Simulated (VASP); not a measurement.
# TiAl (Pm-3m) in VASP: a series of runs

TiAl is run at these levels: r2SCAN; tasks: single point.

All numbers are computed with VASP 6.6.1; they aren't measurements. Logs are shortened: lines on timing, memory, paths and dates and some standing lists are left out, and cuts for length are marked.

## Step 1: The cell of the first run

Symmetry: Pm-3m, No. 221, cubic system. The conventional cell has a = 3.107 Å, b = 3.107 Å, c = 3.107 Å, α = 90.00°, β = 90.00°, γ = 90.00°. Ti (site symmetry m-3m) has 8 Al at 2.69 Å and 6 Ti at 3.11 Å within 3.5 Å. Al (site symmetry m-3m) has 8 Ti at 2.69 Å and 6 Al at 3.11 Å within 3.5 Å.

## Step 2: Single point, r2SCAN (volume scaled by 0.94)

POSCAR

```
TiAl
1.0
    3.1065474069      0.0000000000      0.0000000000
    0.0000000000      3.1065474069      0.0000000000
    0.0000000000      0.0000000000      3.1065474069
Ti Al
1 1
Direct
    0.5000000000      0.5000000000      0.5000000000
    0.0000000000      0.0000000000      0.0000000000
```

INCAR.step1

```
SYSTEM = TiAl
PREC = Accurate
ENCUT = 520
ISMEAR = 0
SIGMA = 0.1
LREAL = .False.
LASPH = .True.
NELM = 100
NBANDS = 14
GGA = PE
ALGO = Normal
EDIFF = 1E-4
LWAVE = .True.
LCHARG = .False.
```

INCAR.step2

```
SYSTEM = TiAl
PREC = Accurate
ENCUT = 520
EDIFF = 1E-7
ISMEAR = 0
SIGMA = 0.1
LREAL = .False.
LASPH = .True.
NELM = 100
ALGO = Normal
ISIF = 2
LWAVE = .False.
LCHARG = .False.
METAGGA = R2SCAN
LMIXTAU = .True.
NBANDS = 14
ISTART = 1
```

KPOINTS

```
Automatic mesh
0
Gamma
  14 14 14
  0 0 0
```

Potentials or basis: VASP PAW PBE potentials, release 64 (Ti_sv, Al).

The run is started by

```sh
$ cat potpaw_PBE.64/Ti_sv/POTCAR potpaw_PBE.64/Al/POTCAR > POTCAR
$ cp INCAR.step1 INCAR
$ mpirun -np 1 vasp_std > vasp.out
$ cp INCAR.step2 INCAR
$ mpirun -np 1 vasp_std > vasp.out
```

OUTCAR:

```text
SYSTEM = TiAl
   PREC = Accurate
   ENCUT = 520
   EDIFF = 1E-7
   ISMEAR = 0
   LREAL = .False.
   LASPH = .True.
   NELM = 100
   ISIF = 2
   METAGGA = R2SCAN
   ISTART = 1

 ion  position               nearest neighbor table
   1  0.500  0.500  0.500-   2 2.69   2 2.69   2 2.69   2 2.69   2 2.69   2 2.69   2 2.69   2 2.69

   2  0.000  0.000  0.000-   1 2.69   1 2.69   1 2.69   1 2.69   1 2.69   1 2.69   1 2.69   1 2.69

  LATTYP: Found a simple cubic cell.
 ALAT       =     3.1065474069

  Lattice vectors:

 A1 = (   3.1065474069,   0.0000000000,   0.0000000000)
 A2 = (   0.0000000000,   3.1065474069,   0.0000000000)
 A3 = (   0.0000000000,   0.0000000000,   3.1065474069)

Analysis of symmetry for initial positions (statically):
=====================================================================
 Subroutine PRICEL returns:
 Original cell was already a primitive cell.

 Routine SETGRP: Setting up the symmetry group for a
 simple cubic supercell.

 Subroutine GETGRP returns: Found 48 space group operations
 (whereof 48 operations were pure point group operations)
 out of a pool of 48 trial point group operations.

The static configuration has the point symmetry O_h .

Analysis of symmetry for dynamics (positions and initial velocities):
=====================================================================
 Subroutine PRICEL returns:
 Original cell was already a primitive cell.

 Routine SETGRP: Setting up the symmetry group for a
 simple cubic supercell.

 Subroutine GETGRP returns: Found 48 space group operations
 (whereof 48 operations were pure point group operations)
 out of a pool of 48 trial point group operations.

The dynamic configuration has the point symmetry O_h .

 Subroutine INISYM returns: Found 48 space group operations
 (whereof 48 operations are pure point group operations),
 and found     1 'primitive' translations

----------------------------------------------------------------------------------------

                                     Primitive cell

  volume of cell :      29.9802

  direct lattice vectors                    reciprocal lattice vectors
     3.106547407  0.000000000  0.000000000     0.321900769  0.000000000  0.000000000
     0.000000000  3.106547407  0.000000000     0.000000000  0.321900769  0.000000000
     0.000000000  0.000000000  3.106547407     0.000000000  0.000000000  0.321900769

  length of vectors
     3.106547407  3.106547407  3.106547407     0.321900769  0.321900769  0.321900769

  position of ions in fractional coordinates (direct lattice)
     0.500000000  0.500000000  0.500000000
     0.000000000  0.000000000  0.000000000

  ion indices of the primitive-cell ions
   primitive index   ion index
                 1           1
                 2           2

----------------------------------------------------------------------------------------

 KPOINTS: Automatic mesh

Automatic generation of k-mesh.
 Grid dimensions read from file:
 generate k-points for:   14   14   14

 Generating k-lattice:

  Cartesian coordinates                     Fractional coordinates (reciprocal lattice)
     0.022992912  0.000000000  0.000000000     0.071428571  0.000000000  0.000000000
     0.000000000  0.022992912  0.000000000     0.000000000  0.071428571  0.000000000
     0.000000000  0.000000000  0.022992912     0.000000000  0.000000000  0.071428571

  Length of vectors
     0.022992912  0.022992912  0.022992912

  Shift w.r.t. Gamma in fractional coordinates (k-lattice)
     0.000000000  0.000000000  0.000000000

 Subroutine IBZKPT returns following result:
 ===========================================

 Found    120 irreducible k-points:

 Following reciprocal coordinates:
            Coordinates               Weight
  0.000000  0.000000  0.000000      1.000000
  0.071429  0.000000  0.000000      6.000000
  0.142857  0.000000  0.000000      6.000000
  0.214286  0.000000  0.000000      6.000000
  0.285714  0.000000  0.000000      6.000000
  0.357143  0.000000  0.000000      6.000000
[... 16 lines left out ...]
  0.285714  0.214286  0.000000     24.000000
  0.357143  0.214286  0.000000     24.000000
 [... further k-points ...]
   k-points           NKPTS =    120   k-points in BZ     NKDIM =    120   number of bands    NBANDS=     14
   number of dos      NEDOS =    301   number of ions     NIONS =      2
   total plane-waves  NPLWV =  13824
   dimension x,y,z NGX =    24 NGY =   24 NGZ =   24
   dimension x,y,z NGXF=    48 NGYF=   48 NGZF=   48
   ions per type =               1   1
   NGX,Y,Z   is equivalent  to a cutoff of  12.84, 12.84, 12.84 a.u.
   NGXF,Y,Z  is equivalent  to a cutoff of  25.69, 25.69, 25.69 a.u.
 SYSTEM =  TiAl
   PREC   = accura    normal or accurate (medium, high low for compatibility)
   ISTART =      1    job   : 0-new  1-cont  2-samecut
   ICHARG =      0    charge: 1-file 2-atom 10-const
   ISPIN  =      1    spin polarized calculation?
   LNONCOLLINEAR =      F non collinear calculations
   LSORBIT =      F    spin-orbit coupling
   LASPH  =      T    aspherical Exc in radial PAW
   ENCUT  =  520.0 eV  38.22 Ry    6.18 a.u.   5.78  5.78  5.78*2*pi/ulx,y,z
   NELM   =    100;   NELMIN=  2; NELMDL=  0     # of ELM steps
   EDIFF  = 0.1E-06   stopping-criterion for ELM
   LREAL  =      F    real-space projection
   EDIFFG = 0.1E-05   stopping-criterion for IOM
   NSW    =      0    number of steps for IOM
   IBRION =     -1    ionic relax: 0-MD 1-quasi-New 2-CG
   NFREE  =      0    steps in history (QN), initial steepest desc. (CG)
   ISIF   =      2    stress and relaxation
   ISYM   =      2    0-nonsym 1-usesym 2-fastsym
   POTIM  = 0.5000    time-step for ionic-motion
   TEBEG  =    0.0;   TEEND  =   0.0 temperature during run
   PSTRESS=    0.0 pullay stress
   NELECT =      15.0000    total number of electrons
   NUPDOWN=      -1.0000    fix difference up-down
   EMIN   =  10.00;   EMAX   =-10.00  energy-range for DOS
   EFERMI =   0.00;   METHOD = LEGACY
   ISMEAR =     0;   SIGMA  =   0.10  broadening in eV -4-tet -1-fermi 0-gaus
   EFERMI_NEDOS =   21; number of points for ismear=-14 and -15
   IALGO  =     38    algorithm
   IMIX   =      4    mixing-type and parameters
     AMIX     =   0.40;   BMIX     =  1.00
     AMIX_MAG =   1.60;   BMIX_MAG =  1.00
  volume/ion in A,a.u.               =      14.99       101.16
  Fermi-wavevector in a.u.,A,eV,Ry     =   1.299653  2.455987 22.981557  1.689097
  Thomas-Fermi vector in A             =   2.430902
   LORBIT       =      0    0 simple, 1 ext, 2 COOP (PROOUT), +10 PAW based schemes
   METAGGA = R2SCAN    functional components
   LHFCALC =     F    Hartree Fock is set to
   AEXX    =    0.0000 exact exchange contribution
   IVDW    =     0    specifies the selected vdW correction
   LEPSILON=     F    determine dielectric tensor
   LRPA    =     F    only Hartree local field effects (RPA)
 non-spin polarized calculation
 Gauss-broadening in eV      SIGMA  =   0.10
  energy-cutoff  :      520.00
  volume of cell :       29.98
 maximum number of plane-waves:       840
 NGX is ok and might be reduce to    24
   NGX = 11   NGY = 11   NGZ = 11

 number of electron      15.0000002 magnetization

 Free energy of the ion-electron system (eV)
  ---------------------------------------------------
  ext. energy  EPLUGINS =         0.00000000
  ---------------------------------------------------
  free energy    TOTEN  =       -20.26577659 eV

  energy without entropy =      -20.25666658  energy(sigma->0) =      -20.26122158

 E-fermi :   9.6048     XC(G=0): -12.2237

 val. band max:        9.5936028662   @ k =   0.5000   0.2857   0.2143
 cond. band min:       9.6141420209   @ k =   0.2857   0.2857   0.0714
 fundamental gap:      0.0205391547
 Fermi energy:         9.6048392452

 k-point     1 :       0.0000    0.0000    0.0000
  band No.  band energies     occupation
      1     -49.5319      2.00000
      2     -24.6814      2.00000
      3     -24.6814      2.00000
      4     -24.6814      2.00000
      5      -0.5899      2.00000
      6       7.7838      2.00000
      7       7.7838      2.00000
      8      11.8104      0.00000
      9      11.8104      0.00000
     10      11.8104      0.00000
     11      14.5718      0.00000
     12      14.5718      0.00000
     13      14.5718      0.00000
     14      19.0702      0.00000

 k-point     2 :       0.0714    0.0000    0.0000
  band No.  band energies     occupation
      1     -49.5308      2.00000
      2     -24.6934      2.00000
      3     -24.6804      2.00000
      4     -24.6804      2.00000
      5      -0.4991      2.00000
      6       7.7417      2.00000
      7       7.8270      2.00000
      8      11.6401      0.00000
      9      11.6401      0.00000
     10      11.8218      0.00000
     11      14.1970      0.00000
     12      14.8045      0.00000
     13      14.8045      0.00000
     14      18.9380      0.00000

 k-point     3 :       0.1429    0.0000    0.0000
  band No.  band energies     occupation
      1     -49.5277      2.00000
      2     -24.7268      2.00000
      3     -24.6775      2.00000
      4     -24.6775      2.00000
      5      -0.2296      2.00000
      6       7.5676      2.00000
      7       7.9521      2.00000
      8      11.2543      0.00000
      9      11.2543      0.00000
     10      11.8542      0.00000
     11      13.4743      0.00000
     12      15.3801      0.00000
     13      15.3801      0.00000
     14      18.5653      0.00000

 k-point     4 :       0.2143    0.0000    0.0000
  band No.  band energies     occupation
      1     -49.5233      2.00000
      2     -24.7748      2.00000
      3     -24.6734      2.00000
      4     -24.6734      2.00000
      5       0.2103      2.00000
      6       7.1518      2.00000
      7       8.1446      2.00000
      8      10.8240      0.00000
      9      10.8240      0.00000
     10      11.9015      0.00000
     11      12.9147      0.00000
     12      16.1368      0.00000
     13      16.1368      0.00000
     14      18.0220      0.00000

 k-point     5 :       0.2857    0.0000    0.0000
  band No.  band energies     occupation
      1     -49.5184      2.00000
      2     -24.8276      2.00000
      3     -24.6687      2.00000
      4     -24.6687      2.00000
      5       0.8073      2.00000
      6       6.4391      2.00000
      7       8.3774      2.00000
      8      10.4388      0.00000
      9      10.4388      0.00000
     10      11.9549      0.00000
     11      12.7097      0.00000
[... 276 lines left out ...]
 k-point    22 :       0.2143    0.2143    0.0000
  band No.  band energies     occupation
      1     -49.5149      2.00000
      2     -24.7684      2.00000
      3     -24.7604      2.00000
      4     -24.6653      2.00000
      5       0.9579      2.00000
      6       7.5301      2.00000
      7       7.6456      2.00000
      8       9.9040      0.00002
      9      10.7980      0.00000
     10      11.2799      0.00000
     11      13.3144      0.00000
     12      14.6250      0.00000
     13      17.3887      0.00000
     14      18.5285      0.00000

 k-point    23 :       0.2857    0.2143    0.0000
  band No.  band energies     occupation
      1     -49.5101      2.00000
      2     -24.8162      2.00000
      3     -24.7582      2.00000
      4     -24.6607      2.00000
      5       1.5101      2.00000
      6       6.8994      2.00000
      7       7.8701      2.00000
      8       9.7053      0.15559
      9      10.5802      0.00000
     10      11.2358      0.00000
     11      13.0536      0.00000
     12      14.9116      0.00000
     13      18.0945      0.00000
     14      18.1878      0.00000

 k-point    24 :       0.3571    0.2143    0.0000
  band No.  band energies     occupation
      1     -49.5058      2.00000
      2     -24.8622      2.00000
      3     -24.7530      2.00000
      4     -24.6565      2.00000
      5       2.1798      2.00000
      6       6.0258      2.00000
      7       8.1988      2.00000
      8       9.5153      1.79444
      9      10.3374      0.00000
     10      11.2827      0.00000
     11      12.9075      0.00000
     12      15.3960      0.00000
     13      17.7238      0.00000
     14      18.8283      0.00000

 [... further k-points ...]

------------------------ aborting loop because EDIFF is reached ----------------------------------------

  FORCE on cell =-STRESS in cart. coord.  units (eV):
  Direction    XX          YY          ZZ          XY          YZ          ZX
  --------------------------------------------------------------------------------------
  -------------------------------------------------------------------------------------
  Total        1.6007735      1.6007735      1.6007735     -0.0000000     -0.0000000      0.0000000
  in kB       85.5473406     85.5473406     85.5473406     -0.0000000     -0.0000000      0.0000000
  external PRESSURE =      85.5473406 kB  Pullay stress =       0.0000000 kB

 VOLUME and BASIS-vectors are now :
 -----------------------------------------------------------------------------
  energy-cutoff  :      520.00
  volume of cell :       29.98
      direct lattice vectors                 reciprocal lattice vectors
     3.106547407  0.000000000  0.000000000     0.321900769  0.000000000  0.000000000
     0.000000000  3.106547407  0.000000000     0.000000000  0.321900769  0.000000000
     0.000000000  0.000000000  3.106547407     0.000000000  0.000000000  0.321900769

 POSITION                                       TOTAL-FORCE (eV/Angst)
 -----------------------------------------------------------------------------------
      1.55327      1.55327      1.55327         0.000000      0.000000      0.000000
      0.00000      0.00000      0.00000         0.000000      0.000000      0.000000
 -----------------------------------------------------------------------------------
    total drift:                                0.000000     -0.000000     -0.000000

  FREE ENERGIE OF THE ION-ELECTRON SYSTEM (eV)
  ---------------------------------------------------
  free  energy   TOTEN  =       -20.2657765934 eV

  energy  without entropy=      -20.2566665752  energy(sigma->0) =      -20.26122158
```

Wall time 60 s (1 thread of Intel Xeon 6975P-C (Granite Rapids), shared host); peak memory 0.17 GiB.

Results:

- Free energy: -20.2658 eV
- Pressure: 8.6 GPa

Levels at points of the mesh, in eV from the Fermi level:
```csv
k point,band 4,band 5,band 6,band 7,band 8,band 9,band 10,band 11
"(0.00, 0.00, 0.00)",-34.29,-10.19,-1.82,-1.82,2.21,2.21,2.21,4.97
"(0.50, 0.00, 0.00)",-34.27,-6.56,-5.83,-0.75,0.29,0.29,2.45,3.41
"(0.50, 0.50, 0.00)",-34.24,-5.45,-2.44,-2.44,-1.74,0.90,0.90,3.09
"(0.50, 0.50, 0.50)",-34.46,-3.51,-3.51,-3.51,1.34,3.06,3.06,3.06
```

Caveat: the cell differs from its parent crystal (volume scaled by 0.94); the PAW data sets were made with another functional, which shifts forces and pressure a little.

## Step 3: Single point, r2SCAN (volume scaled by 0.97)

POSCAR

```
TiAl
1.0
    3.1392503092      0.0000000000      0.0000000000
    0.0000000000      3.1392503092      0.0000000000
    0.0000000000      0.0000000000      3.1392503092
Ti Al
1 1
Direct
    0.5000000000      0.5000000000      0.5000000000
    0.0000000000      0.0000000000      0.0000000000
```

INCAR.step1

```
SYSTEM = TiAl
PREC     = Accurate       ! precision mode
ENCUT    = 520            ! plane-wave cutoff, eV
ISMEAR   = 0              ! smearing method
SIGMA    = 0.1            ! smearing width, eV
LREAL    = .FALSE.        ! projectors in reciprocal space
LASPH    = .TRUE.         ! aspherical terms in the spheres
NELM     = 80             ! most SCF steps
NBANDS   = 14             ! bands
GGA      = PE             ! functional
ALGO     = Normal         ! electronic algorithm
EDIFF    = 1E-4           ! SCF threshold, eV
LWAVE    = .TRUE.         ! write WAVECAR
LCHARG   = .FALSE.        ! write CHGCAR
```

INCAR.step2

```
SYSTEM = TiAl
PREC     = Accurate       ! precision mode
ENCUT    = 520            ! plane-wave cutoff, eV
EDIFF    = 1E-7           ! SCF threshold, eV
ISMEAR   = 0              ! smearing method
SIGMA    = 0.1            ! smearing width, eV
LREAL    = .FALSE.        ! projectors in reciprocal space
LASPH    = .TRUE.         ! aspherical terms in the spheres
NELM     = 80             ! most SCF steps
ALGO     = Normal         ! electronic algorithm
ISIF     = 2              ! what is computed and relaxed
LWAVE    = .FALSE.        ! write WAVECAR
LCHARG   = .FALSE.        ! write CHGCAR
METAGGA  = R2SCAN         ! meta-GGA
LMIXTAU  = .TRUE.       
NBANDS   = 14             ! bands
ISTART   = 1
```

KPOINTS

```
Automatic mesh
0
G
  14 14 14
  0 0 0
```

Potentials or basis: VASP PAW PBE potentials, release 64 (Ti_sv, Al).

The run is started by

```sh
$ cat potpaw_PBE.64/Ti_sv/POTCAR potpaw_PBE.64/Al/POTCAR > POTCAR
$ cp INCAR.step1 INCAR
$ mpirun -np 1 vasp_std > vasp.out
$ cp INCAR.step2 INCAR
$ mpirun -np 1 vasp_std > vasp.out
```

Wall time 58 s (1 thread of Intel Xeon 6975P-C (Granite Rapids), shared host); peak memory 0.18 GiB.

It converged, with:

```
Free energy : -20.3034 eV
Pressure    : 4.0 GPa
```

Levels at points of the mesh, in eV from the Fermi level:
| k point | band 3 | band 4 | band 5 | band 6 | band 7 | band 8 | band 9 | band 10 | band 11 | band 12 |
| --- | --- | --- | --- | --- | --- | --- | --- | --- | --- | --- |
| (0.00, 0.00, 0.00) | -34.36 | -34.36 | -10.05 | -1.74 | -1.74 | 2.13 | 2.13 | 2.13 | 4.80 | 4.80 |
| (0.50, 0.00, 0.00) | -34.34 | -34.34 | -6.52 | -5.73 | -0.72 | 0.28 | 0.28 | 2.35 | 3.26 | 6.68 |
| (0.50, 0.50, 0.00) | -34.54 | -34.32 | -5.36 | -2.44 | -2.44 | -1.70 | 0.88 | 0.88 | 2.96 | 5.17 |
| (0.50, 0.50, 0.50) | -34.51 | -34.51 | -3.41 | -3.41 | -3.41 | 1.14 | 2.96 | 2.96 | 2.96 | 3.03 |

Caveat: the cell differs from its parent crystal (volume scaled by 0.97); the PAW data sets were made with another functional, which shifts forces and pressure a little.

## Step 4: Single point, r2SCAN

This run uses another cell than the first one, of 15.95 Å³/atom, 1.064 times its volume.

POSCAR

```
TiAl
1.0
    3.1712856882      0.0000000000      0.0000000000
    0.0000000000      3.1712856882      0.0000000000
    0.0000000000      0.0000000000      3.1712856882
Ti Al
1 1
Direct
    0.5000000000      0.5000000000      0.5000000000
    0.0000000000      0.0000000000      0.0000000000
```

INCAR.step1

```
SYSTEM = TiAl
PREC = Accurate
ENCUT = 520
ISMEAR = 0
SIGMA = 0.1
LREAL = .FALSE.
LASPH = .TRUE.
NELM = 100
NBANDS = 14
GGA = PE
ALGO = Normal
EDIFF = 1E-4
LWAVE = .TRUE.
LCHARG = .FALSE.
```

INCAR.step2

```
SYSTEM = TiAl
PREC = Accurate
ENCUT = 520
EDIFF = 1E-7
ISMEAR = 0
SIGMA = 0.1
LREAL = .FALSE.
LASPH = .TRUE.
NELM = 100
ALGO = Normal
ISIF = 2
LWAVE = .FALSE.
LCHARG = .FALSE.
METAGGA = R2SCAN
LMIXTAU = .TRUE.
NBANDS = 14
ISTART = 1
```

KPOINTS is that of step 3.

The run is started by

```sh
$ cat potpaw_PBE.64/Ti_sv/POTCAR potpaw_PBE.64/Al/POTCAR > POTCAR
$ cp INCAR.step1 INCAR
$ mpirun -np 1 vasp_std > vasp.out
$ cp INCAR.step2 INCAR
$ mpirun -np 1 vasp_std > vasp.out
```

Run time: 58 s. Hardware: 1 thread of Intel Xeon 6975P-C (Granite Rapids), shared host; peak memory 0.18 GiB.

It converged, with:

```
Free energy : -20.3160 eV
Pressure    : 0.1 GPa
```

Levels at points of the mesh, in eV from the Fermi level:
```
           k point  band 3  band 4  band 5  band 6  band 7  band 8  band 9  band 10  band 11  band 12
(0.00, 0.00, 0.00)  -34.43  -34.43   -9.92   -1.66   -1.66    2.05    2.05     2.05     4.64     4.64
(0.50, 0.00, 0.00)  -34.41  -34.41   -6.48   -5.64   -0.68    0.27    0.27     2.27     3.12     6.66
(0.50, 0.50, 0.00)  -34.59  -34.40   -5.27   -2.43   -2.43   -1.66    0.87     0.87     2.84     4.97
(0.50, 0.50, 0.50)  -34.57  -34.57   -3.31   -3.31   -3.31    0.95    2.87     2.87     2.87     2.90
```

Caveat: the PAW data sets were made with another functional, which shifts forces and pressure a little.

(Continued in part 2 of 2.)
